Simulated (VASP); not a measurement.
Write the native input for VASP 6.6.1 that does the following.

| Quantity | Value |
| --- | --- |
| Task | single point |
| Functional | r2SCAN |
| Potentials or basis | VASP PAW PBE potentials, release 64 (Hf_pv, Si) |
| Cutoff | 520 eV |
| k mesh | 14 × 14 × 14 |
| Occupations | gaussian, width 0.15 eV |
| Spin | no spin polarisation |
| Dipole correction | no |
| Further INCAR settings | ALGO = Normal; EDIFF = 1e-06; NBANDS = 33 |

The system is Hf2Si.

```
Hf Si
1.0
    -3.32474    3.32474    2.51445
     3.32474   -3.32474    2.51445
     3.32474    3.32474   -2.51445
Hf Si
4 2
Cartesian
  1.0410 2.2837 2.5144
  2.2837 -1.0410 2.5144
  2.2837 1.0410 0.0000
  1.0410 4.3657 0.0000
  0.0000 0.0000 3.7717
  0.0000 0.0000 1.2572
```

This cell differs from its parent crystal: ratio of the length along z to the lengths across it x 0.96, volume and fractional coordinates fixed.

These files were run (other wordings do the same):

POSCAR

```
Hf2Si
1.0
   -3.3247382096      3.3247382096      2.5144488424
    3.3247382096     -3.3247382096      2.5144488424
    3.3247382096      3.3247382096     -2.5144488424
Hf Si
4 2
Direct
    0.8434478117      0.6565521883      0.5000000000
    0.3434478117      0.8434478117      0.1868956234
    0.1565521883      0.3434478117      0.5000000000
    0.6565521883      0.1565521883      0.8131043766
    0.7500000000      0.7500000000      0.0000000000
    0.2500000000      0.2500000000      0.0000000000
```

INCAR.step1

```
SYSTEM = Hf2Si
PREC = Accurate ; ENCUT = 520
ISMEAR = 0 ; SIGMA = 0.15
LREAL = .FALSE. ; LASPH = .TRUE.
NELM = 60 ; NBANDS = 33
GGA = PE ; ALGO = Normal
EDIFF = 1E-4 ; LWAVE = .TRUE.
LCHARG = .FALSE. ; KPAR = 4
```

INCAR.step2

```
SYSTEM = Hf2Si
PREC = Accurate ; ENCUT = 520
EDIFF = 1E-6 ; ISMEAR = 0
SIGMA = 0.15 ; LREAL = .FALSE.
LASPH = .TRUE. ; NELM = 60
ALGO = Normal ; ISIF = 2
LWAVE = .FALSE. ; LCHARG = .TRUE.
METAGGA = R2SCAN ; LMIXTAU = .TRUE.
LVHAR = .TRUE. ; NBANDS = 33
ISTART = 1 ; KPAR = 4
```

KPOINTS

```
Automatic mesh
0
G
  14 14 14
  0 0 0
```

Potentials or basis: VASP PAW PBE potentials, release 64 (Hf_pv, Si).

Run with:

```console
$ cat potpaw_PBE.64/Hf_pv/POTCAR potpaw_PBE.64/Si/POTCAR > POTCAR
$ cp INCAR.step1 INCAR
$ mpirun -np 4 vasp_std > vasp.out
$ cp INCAR.step2 INCAR
$ mpirun -np 4 vasp_std > vasp.out
```

It gave:

| Property | Result |
| --- | --- |
| Pressure | -0.3 GPa |
| Largest force | 0.097 eV/Å |
| Band gap on the k mesh | zero (bands 24 and 25 overlap by 0.59 eV) |

Caveat: the stress differs along the axes, from -3 to 6 GPa; the PAW data sets were made with another functional, which shifts forces and pressure a little; spin-orbit coupling is left out, which moves the levels of the heavy elements.

Wall time 23 min on 4 MPI ranks on Oxide Virtual Turin-like Processor, with other jobs on the host, peak memory 0.76 GiB a rank.
